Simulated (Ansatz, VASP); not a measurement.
**Two plane-wave programs on AlGa3N4**

File INCAR:

```
SYSTEM = AlGa3N4
PREC     = Accurate       ! precision mode
ENCUT    = 520            ! plane-wave cutoff, eV
EDIFF    = 1E-6           ! SCF threshold, eV
ISMEAR   = 0              ! smearing method
SIGMA    = 0.05           ! smearing width, eV
LREAL    = .FALSE.        ! projectors in reciprocal space
LASPH    = .TRUE.         ! aspherical terms in the spheres
NELM     = 60             ! most SCF steps
ALGO     = Normal         ! electronic algorithm
ISIF     = 2              ! what is computed and relaxed
LWAVE    = .FALSE.        ! write WAVECAR
LCHARG   = .TRUE.         ! write CHGCAR
LELF     = .TRUE.         ! ELF
LVHAR    = .TRUE.       
NBANDS   = 41             ! bands
```

The input KPOINTS:

```
regular mesh
0
G
  6 6 6
  0 0 0
```

Contents of POSCAR:

```
AlGa3N4
1.0
    4.1767421942      0.0000000000      0.0000000000
    0.0000000000      4.1767421942      0.0000000000
    0.0000000000      0.0000000000      4.1767421942
Al Ga N
1 3 4
Direct
    0.0000000000      0.0000000000      0.0000000000
    0.5000000000      0.5000000000      0.0000000000
    0.5000000000      0.0000000000      0.5000000000
    0.0000000000      0.5000000000      0.5000000000
    0.7548078379      0.7548078379      0.2451921621
    0.7548078379      0.2451921621      0.7548078379
    0.2451921621      0.7548078379      0.7548078379
    0.2451921621      0.2451921621      0.2451921621
```

Input for Ansatz:

```yaml
crystal:
  lattice:
    - [4.1767421942, 0.0, 0.0]
    - [0.0, 4.1767421942, 0.0]
    - [0.0, 0.0, 4.1767421942]
  atoms:
    - { symbol: Al, position: [0.0, 0.0, 0.0] }
    - { symbol: Ga, position: [0.5, 0.5, 0.0] }
    - { symbol: Ga, position: [0.5, 0.0, 0.5] }
    - { symbol: Ga, position: [0.0, 0.5, 0.5] }
    - { symbol: "N", position: [0.7548078379, 0.7548078379, 0.2451921621] }
    - { symbol: "N", position: [0.7548078379, 0.2451921621, 0.7548078379] }
    - { symbol: "N", position: [0.2451921621, 0.7548078379, 0.7548078379] }
    - { symbol: "N", position: [0.2451921621, 0.2451921621, 0.2451921621] }
basis:
  ecutwfc: 520.0
kpoints:
  mp_grid: { grid: [6, 6, 6] }
hamiltonian:
  xc: lda
  pseudopotentials: { kind: paw, azcp: { folder: soft_1 } }
scf:
  occupations: { method: gaussian, width: 0.05 }
output:
  forces: true
  stress: true
  eigenvalues: true
```

Alike in both runs: task single point; functional LDA; k mesh 6 × 6 × 6; occupations gaussian, width 0.05 eV; no spin polarisation.

```csv
,VASP,Ansatz
version,VASP 6.6.1,Ansatz 0.2.0
potentials or method,"VASP PAW LDA potentials, release 64 (Al, Ga_d, N), cutoff 520 eV","scalar-relativistic, plane waves, PAW"
valence electrons in the cell,62,62
```

Ansatz gave:

* gap on the k mesh at the Fermi level (eV): 3.49
* least direct gap on the mesh (eV): 3.49
* rms of the force components (eV/Å): 0.055

Problem. Which values does VASP return?

Solution. gap on the k mesh at the Fermi level (eV): 3.48; least direct gap on the mesh (eV): 3.48; rms of the force components (eV/Å): 0.066.

Ansatz warns that its potentials were made for another functional, while VASP's fit it. LDA's correlation is that of Perdew and Zunger in VASP and of Perdew and Wang (1992) in Ansatz. Atom by atom the forces differ by 0.011 eV/Å (rms over components).
